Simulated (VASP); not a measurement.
# Co (Im-3m) in VASP: a series of runs

Co is run at these levels: PBE; tasks: single point.

Program: VASP 6.6.1. These are calculated values, not measurements. Logs are shortened: lines on timing, memory, paths and dates and some standing lists are left out, and cuts for length are marked.

### Step 1. The cell of the first run

The structure is cubic, space group Im-3m (No. 229). The conventional cell has a = 2.692 Å, b = 2.692 Å, c = 2.692 Å, α = 90.00°, β = 90.00°, γ = 90.00°. Co (site symmetry m-3m) has 14 Co at 2.33 to 2.69 Å within 3.1 Å.

### Step 2. Single point, PBE, collinear spin, ferromagnetic start (volume scaled by 0.88)

The input, INCAR:

```
ALGO = Normal ; EDIFF = 1E-6
ENCUT = 520 ; GGA = PE
ISIF = 2 ; ISMEAR = 0
ISPIN = 2 ; LASPH = T
LCHARG = F ; LMAXMIX = 4
LORBIT = 11 ; LREAL = F
LWAVE = F ; MAGMOM = 1.99
NBANDS = 14 ; NELM = 150
PREC = Accurate ; SIGMA = 0.1
```

The input, KPOINTS:

```
k-points
0
Gamma
  20 20 20
```

The input, POSCAR:

```
Co
1.0
   -1.3461990652      1.3461990652      1.3461990652
    1.3461990652     -1.3461990652      1.3461990652
    1.3461990652      1.3461990652     -1.3461990652
Co
1
Direct
    0.0000000000      0.0000000000      0.0000000000
```

Potentials or basis: VASP PAW PBE potentials, release 64 (Co).

Launch:

```bash
$ cat potpaw_PBE.64/Co/POTCAR > POTCAR
$ mpirun -np 1 vasp_std > vasp.out
```

OUTCAR:

```text
EDIFF = 1E-6
   ENCUT = 520
   GGA = PE
   ISIF = 2
   ISMEAR = 0
   ISPIN = 2
   LASPH = T
   LORBIT = 11
   LREAL = F
   NELM = 150
   PREC = Accurate

 ion  position               nearest neighbor table
   1  0.000  0.000  0.000-

  LATTYP: Found a body centered cubic cell.
 ALAT       =     2.6923981304

  Lattice vectors:

 A1 = (  -1.3461990652,   1.3461990652,   1.3461990652)
 A2 = (   1.3461990652,  -1.3461990652,   1.3461990652)
 A3 = (   1.3461990652,   1.3461990652,  -1.3461990652)

Analysis of symmetry for initial positions (statically):
=====================================================================
 Subroutine PRICEL returns:
 Original cell was already a primitive cell.

 Routine SETGRP: Setting up the symmetry group for a
 body centered cubic supercell.

 Subroutine GETGRP returns: Found 48 space group operations
 (whereof 48 operations were pure point group operations)
 out of a pool of 48 trial point group operations.

The static configuration has the point symmetry O_h .

Analysis of symmetry for dynamics (positions and initial velocities):
=====================================================================
 Subroutine PRICEL returns:
 Original cell was already a primitive cell.

 Routine SETGRP: Setting up the symmetry group for a
 body centered cubic supercell.

 Subroutine GETGRP returns: Found 48 space group operations
 (whereof 48 operations were pure point group operations)
 out of a pool of 48 trial point group operations.

The dynamic configuration has the point symmetry O_h .

Analysis of structural, dynamic, and magnetic symmetry:
=====================================================================
 Subroutine PRICEL returns:
 Original cell was already a primitive cell.

 Routine SETGRP: Setting up the symmetry group for a
 body centered cubic supercell.

 Subroutine GETGRP returns: Found 48 space group operations
 (whereof 48 operations were pure point group operations)
 out of a pool of 48 trial point group operations.

The overall configuration has the point symmetry O_h .

 Subroutine INISYM returns: Found 48 space group operations
 (whereof 48 operations are pure point group operations),
 and found     1 'primitive' translations

----------------------------------------------------------------------------------------

                                     Primitive cell

  volume of cell :       9.7586

  direct lattice vectors                    reciprocal lattice vectors
    -1.346199065  1.346199065  1.346199065     0.000000000  0.371416095  0.371416095
     1.346199065 -1.346199065  1.346199065     0.371416095  0.000000000  0.371416095
     1.346199065  1.346199065 -1.346199065     0.371416095  0.371416095  0.000000000

  length of vectors
     2.331685178  2.331685178  2.331685178     0.525261679  0.525261679  0.525261679

  position of ions in fractional coordinates (direct lattice)
     0.000000000  0.000000000  0.000000000

  ion indices of the primitive-cell ions
   primitive index   ion index
                 1           1

----------------------------------------------------------------------------------------

 KPOINTS: k-points

Automatic generation of k-mesh.
 Grid dimensions read from file:
 generate k-points for:   20   20   20

 Generating k-lattice:

  Cartesian coordinates                     Fractional coordinates (reciprocal lattice)
     0.000000000  0.018570805  0.018570805     0.050000000  0.000000000  0.000000000
     0.018570805  0.000000000  0.018570805     0.000000000  0.050000000  0.000000000
     0.018570805  0.018570805  0.000000000     0.000000000  0.000000000  0.050000000

  Length of vectors
     0.026263084  0.026263084  0.026263084

  Shift w.r.t. Gamma in fractional coordinates (k-lattice)
     0.000000000  0.000000000  0.000000000

 Subroutine IBZKPT returns following result:
 ===========================================

 Found    256 irreducible k-points:

 Following reciprocal coordinates:
            Coordinates               Weight
  0.000000  0.000000  0.000000      1.000000
  0.050000  0.000000  0.000000     12.000000
  0.100000  0.000000  0.000000     12.000000
  0.150000  0.000000  0.000000     12.000000
  0.200000  0.000000  0.000000     12.000000
  0.250000  0.000000  0.000000     12.000000
[... 16 lines left out ...]
  0.200000  0.100000  0.000000     48.000000
  0.250000  0.100000  0.000000     48.000000
 [... further k-points ...]
   k-points           NKPTS =    256   k-points in BZ     NKDIM =    256   number of bands    NBANDS=     14
   number of dos      NEDOS =    301   number of ions     NIONS =      1
   total plane-waves  NPLWV =   5832
   dimension x,y,z NGX =    18 NGY =   18 NGZ =   18
   dimension x,y,z NGXF=    36 NGYF=   36 NGZF=   36
   ions per type =               1
   NGX,Y,Z   is equivalent  to a cutoff of  12.83, 12.83, 12.83 a.u.
   NGXF,Y,Z  is equivalent  to a cutoff of  25.67, 25.67, 25.67 a.u.
 SYSTEM =  unknown system
   PREC   = accura    normal or accurate (medium, high low for compatibility)
   ISTART =      0    job   : 0-new  1-cont  2-samecut
   ICHARG =      2    charge: 1-file 2-atom 10-const
   ISPIN  =      2    spin polarized calculation?
   LNONCOLLINEAR =      F non collinear calculations
   LSORBIT =      F    spin-orbit coupling
   LASPH  =      T    aspherical Exc in radial PAW
   ENCUT  =  520.0 eV  38.22 Ry    6.18 a.u.   4.34  4.34  4.34*2*pi/ulx,y,z
   NELM   =    150;   NELMIN=  2; NELMDL= -5     # of ELM steps
   EDIFF  = 0.1E-05   stopping-criterion for ELM
   LREAL  =      F    real-space projection
   EDIFFG = 0.1E-04   stopping-criterion for IOM
   NSW    =      0    number of steps for IOM
   IBRION =     -1    ionic relax: 0-MD 1-quasi-New 2-CG
   NFREE  =      0    steps in history (QN), initial steepest desc. (CG)
   ISIF   =      2    stress and relaxation
   ISYM   =      2    0-nonsym 1-usesym 2-fastsym
   POTIM  = 0.5000    time-step for ionic-motion
   TEBEG  =    0.0;   TEEND  =   0.0 temperature during run
   PSTRESS=    0.0 pullay stress
   NELECT =       9.0000    total number of electrons
   NUPDOWN=      -1.0000    fix difference up-down
   EMIN   =  10.00;   EMAX   =-10.00  energy-range for DOS
   EFERMI =   0.00;   METHOD = LEGACY
   ISMEAR =     0;   SIGMA  =   0.10  broadening in eV -4-tet -1-fermi 0-gaus
   EFERMI_NEDOS =   21; number of points for ismear=-14 and -15
   IALGO  =     38    algorithm
   IMIX   =      4    mixing-type and parameters
     AMIX     =   0.40;   BMIX     =  1.00
     AMIX_MAG =   1.60;   BMIX_MAG =  1.00
  volume/ion in A,a.u.               =       9.76        65.85
  Fermi-wavevector in a.u.,A,eV,Ry     =   1.593528  3.011331 34.549706  2.539332
  Thomas-Fermi vector in A             =   2.691744
   LORBIT       =     11    0 simple, 1 ext, 2 COOP (PROOUT), +10 PAW based schemes
   GGA     = PE    functional components
   LHFCALC =     F    Hartree Fock is set to
   AEXX    =    0.0000 exact exchange contribution
   IVDW    =     0    specifies the selected vdW correction
   LEPSILON=     F    determine dielectric tensor
   LRPA    =     F    only Hartree local field effects (RPA)
 spin polarized calculation
 Gauss-broadening in eV      SIGMA  =   0.10
  energy-cutoff  :      520.00
  volume of cell :        9.76
 maximum number of plane-waves:       276
 NGX is ok and might be reduce to    18
   NGX =  9   NGY =  9   NGZ =  9

 number of electron       8.9999993 magnetization       1.6689542

 Free energy of the ion-electron system (eV)
  ---------------------------------------------------
  ext. energy  EPLUGINS =         0.00000000
  ---------------------------------------------------
  free energy    TOTEN  =        -6.82928642 eV

  energy without entropy =       -6.82174528  energy(sigma->0) =       -6.82551585

 E-fermi :  12.2094     XC(G=0): -14.0418

 val. band max:       12.2091897766   @ k =  -0.4000   0.4500   0.3500
 cond. band min:      12.2100615440   @ k =  -0.3000   0.3000   0.2000
 fundamental gap:      0.0008717674
 Fermi energy:        12.2093722508

 spin component 1

 k-point     1 :       0.0000    0.0000    0.0000
  band No.  band energies     occupation
      1       2.2750      1.00000
      2       8.9688      1.00000
      3       8.9688      1.00000
      4       8.9688      1.00000
      5      10.3326      1.00000
      6      10.3326      1.00000
      7      38.6665      0.00000
      8      38.6665      0.00000
      9      38.6665      0.00000
     10      44.7818      0.00000
     11      44.7818      0.00000
     12      47.6639      0.00000
     13      47.6639      0.00000
     14      47.6639      0.00000
[... 375 lines left out ...]
 k-point    24 :       0.2500    0.1000    0.0000
  band No.  band energies     occupation
      1       5.7399      1.00000
      2       8.1807      1.00000
      3       8.6917      1.00000
      4      10.1346      1.00000
      5      10.5507      1.00000
      6      11.1758      1.00000
      7      26.6159      0.00000
      8      31.4929      0.00000
      9      35.4590      0.00000
     10      39.0849      0.00000
     11      44.1059      0.00000
     12      45.4038      0.00000
     13      48.3583      0.00000
     14      51.8989      0.00000

 [... further k-points ...]

 spin component 2

 k-point     1 :       0.0000    0.0000    0.0000
  band No.  band energies     occupation
      1       2.3480      1.00000
      2      10.4565      1.00000
      3      10.4565      1.00000
      4      10.4565      1.00000
      5      12.5364      0.00000
      6      12.5364      0.00000
      7      38.4839      0.00000
      8      38.4839      0.00000
      9      38.4839      0.00000
     10      44.8865      0.00000
     11      44.8865      0.00000
     12      48.0688      0.00000
     13      48.0688      0.00000
     14      48.0689      0.00000
[... 375 lines left out ...]
 k-point    24 :       0.2500    0.1000    0.0000
  band No.  band energies     occupation
      1       6.0557      1.00000
      2       9.5546      1.00000
      3       9.9442      1.00000
      4      12.1348      0.85423
      5      12.6424      0.00000
      6      12.8523      0.00000
      7      27.1587      0.00000
      8      31.7649      0.00000
      9      35.8503      0.00000
     10      39.2255      0.00000
     11      44.4509      0.00000
     12      45.8012      0.00000
     13      51.4271      0.00000
     14      52.5290      0.00000

 [... further k-points ...]
[... 5 lines left out ...]
  --------------------------------------------------------------------------------------
  -------------------------------------------------------------------------------------
  Total        2.1182122      2.1182122      2.1182122     -0.0000000      0.0000000     -0.0000000
  in kB      347.7700759    347.7700759    347.7700759     -0.0000000      0.0000000     -0.0000000
  external PRESSURE =     347.7700759 kB  Pullay stress =       0.0000000 kB

 VOLUME and BASIS-vectors are now :
 -----------------------------------------------------------------------------
  energy-cutoff  :      520.00
  volume of cell :        9.76
      direct lattice vectors                 reciprocal lattice vectors
    -1.346199065  1.346199065  1.346199065     0.000000000  0.371416095  0.371416095
     1.346199065 -1.346199065  1.346199065     0.371416095  0.000000000  0.371416095
     1.346199065  1.346199065 -1.346199065     0.371416095  0.371416095  0.000000000

 POSITION                                       TOTAL-FORCE (eV/Angst)
 -----------------------------------------------------------------------------------
      0.00000      0.00000      0.00000         0.000000      0.000000      0.000000
 -----------------------------------------------------------------------------------
    total drift:                                0.000000      0.000000      0.000000

  FREE ENERGIE OF THE ION-ELECTRON SYSTEM (eV)
  ---------------------------------------------------
  free  energy   TOTEN  =        -6.8292864158 eV

  energy  without entropy=       -6.8217452837  energy(sigma->0) =       -6.82551585

 total charge

# of ion       s       p       d       tot
------------------------------------------
    1        0.536   0.632   7.328   8.497

 magnetization (x)

# of ion       s       p       d       tot
------------------------------------------
    1       -0.005  -0.047   1.719   1.667
```

It took 98 s on 1 thread of Intel Xeon 8259CL, shared host; peak memory 0.17 GiB.

What came out:

```yaml
Free_energy: -6.8293 eV
Pressure: 34.8 GPa
Net_moment: 1.67 μB per cell
Site_moments: Co +1.67 μB
Valence_electrons_inside_the_program's_atomic_spheres: Co 8.50
```

### Step 3. Single point, PBE, collinear spin, ferromagnetic start (volume scaled by 0.91)

The input, INCAR:

```
SYSTEM = Co
PREC = Accurate
ENCUT = 520
EDIFF = 1E-7
ISMEAR = 0
SIGMA = 0.1
LREAL = .FALSE.
LASPH = .TRUE.
NELM = 150
ALGO = Normal
ISIF = 2
LWAVE = .FALSE.
LCHARG = .FALSE.
ISPIN = 2
MAGMOM = 1.99
LORBIT = 11
LMAXMIX = 4
GGA = PE
NBANDS = 14
```

The input, KPOINTS:

```
Automatic mesh
0
G
  20 20 20
  0 0 0
```

The input, POSCAR:

```
Co
1.0
   -1.3613261635      1.3613261635      1.3613261635
    1.3613261635     -1.3613261635      1.3613261635
    1.3613261635      1.3613261635     -1.3613261635
Co
1
Direct
    0.0000000000      0.0000000000      0.0000000000
```

Potentials or basis: VASP PAW PBE potentials, release 64 (Co).

Launch:

```bash
$ cat potpaw_PBE.64/Co/POTCAR > POTCAR
$ mpirun -np 1 vasp_std > vasp.out
```

Run time: 1.9 min. Hardware: 1 thread of Intel Xeon 8259CL, shared host; peak memory 0.17 GiB.

The run converged. Its results:

```yaml
Free_energy: -6.8882 eV
Pressure: 22.9 GPa
Net_moment: 1.68 μB per cell
Site_moments: Co +1.69 μB
Valence_electrons_inside_the_program's_atomic_spheres: Co 8.42
```

Levels at points of the mesh, in eV from the Fermi level:
Spin up:
```
           k point  band 3  band 4  band 5  band 6  band 7  band 8
(0.00, 0.00, 0.00)   -3.17   -3.17   -1.90   -1.90   26.12   26.12
(0.50, 0.00, 0.00)   -1.83   -1.70   -0.39   -0.12    7.16   19.07
(0.50, 0.50, 0.50)   -0.67   -0.67   -0.67   10.06   10.06   10.06
```
Spin down:
| k point | band 1 | band 2 | band 3 | band 4 | band 5 | band 6 | band 7 | band 8 | band 9 |
| --- | --- | --- | --- | --- | --- | --- | --- | --- | --- |
| (0.00, 0.00, 0.00) | -9.66 | -1.68 | -1.68 | -1.68 | 0.33 | 0.33 | 25.92 | 25.92 | 25.92 |
| (0.50, 0.00, 0.00) | -4.90 | -2.97 | -0.10 | 0.20 | 0.58 | 1.35 | 8.18 | 19.08 | 21.51 |
| (0.50, 0.50, 0.50) | -4.35 | -4.35 | 1.05 | 1.05 | 1.05 | 10.20 | 10.20 | 10.20 | 16.87 |

### Step 4. Single point, PBE, collinear spin, ferromagnetic start (volume scaled by 0.94)

The input, INCAR:

```
ALGO = Fast
EDIFF = 1E-6
ENCUT = 520
GGA = PE
ISIF = 2
ISMEAR = 0
ISPIN = 2
LASPH = T
LCHARG = F
LMAXMIX = 4
LORBIT = 11
LREAL = F
LWAVE = F
MAGMOM = 1.99
NBANDS = 14
NELM = 150
PREC = Accurate
SIGMA = 0.1
```

The input, KPOINTS:

```
k-points
0
Gamma
  20 20 20
```

The input, POSCAR:

```
Co
1.0
   -1.3761243464      1.3761243464      1.3761243464
    1.3761243464     -1.3761243464      1.3761243464
    1.3761243464      1.3761243464     -1.3761243464
Co
1
Direct
    0.0000000000      0.0000000000      0.0000000000
```

Launch:

```bash
$ cat potpaw_PBE.64/Co/POTCAR > POTCAR
$ mpirun -np 1 vasp_std > vasp.out
```

It took 1.8 min on 1 thread of Intel Xeon 8259CL, shared host; peak memory 0.18 GiB.

The run converged. Its results:

```
Free energy                                           : -6.9257 eV
Pressure                                              : 13.4 GPa
Net moment                                            : 1.69 μB per cell
Site moments                                          : Co +1.70 μB
Valence electrons inside the program's atomic spheres : Co 8.35
```

Levels at points of the mesh, in eV from the Fermi level:
Spin up:
```
           k point  band 2  band 3  band 4  band 5  band 6  band 7  band 8  band 9
(0.00, 0.00, 0.00)   -3.12   -3.12   -3.12   -1.92   -1.92   25.79   25.79   25.79
(0.50, 0.00, 0.00)   -4.19   -1.85   -1.73   -0.47   -0.11    6.85   18.77   20.60
(0.50, 0.50, 0.50)   -5.65   -0.73   -0.73   -0.73    9.82    9.82    9.82   15.70
```
Spin down:
```
           k point  band 2  band 3  band 4  band 5  band 6  band 7
(0.00, 0.00, 0.00)   -1.61   -1.61   -1.61    0.33    0.33   25.57
(0.50, 0.00, 0.00)   -2.84   -0.10    0.20    0.56    1.28    7.87
(0.50, 0.50, 0.50)   -4.14    0.99    0.99    0.99    9.94    9.94
```

### Step 5. Overview

| cell | gap on the mesh (eV) | pressure (GPa) | moment (μB) |
| --- | --- | --- | --- |
| a = 2.332 Å, angles 109.5°, 1 atom | none | 34.8 | 1.67 |
| a = 2.358 Å, angles 109.5°, 1 atom | none | 22.9 | 1.68 |
| a = 2.384 Å, angles 109.5°, 1 atom | none | 13.4 | 1.69 |

Alike in all rows: task single point; level PBE; potentials or basis VASP PAW PBE potentials, release 64 (Co); spin collinear, ferromagnetic start; k mesh 20 × 20 × 20; cutoff (eV) 520; smearing gaussian 0.1 eV.

Total energies depend on the potentials used, so only differences within one code and one set of settings carry meaning.
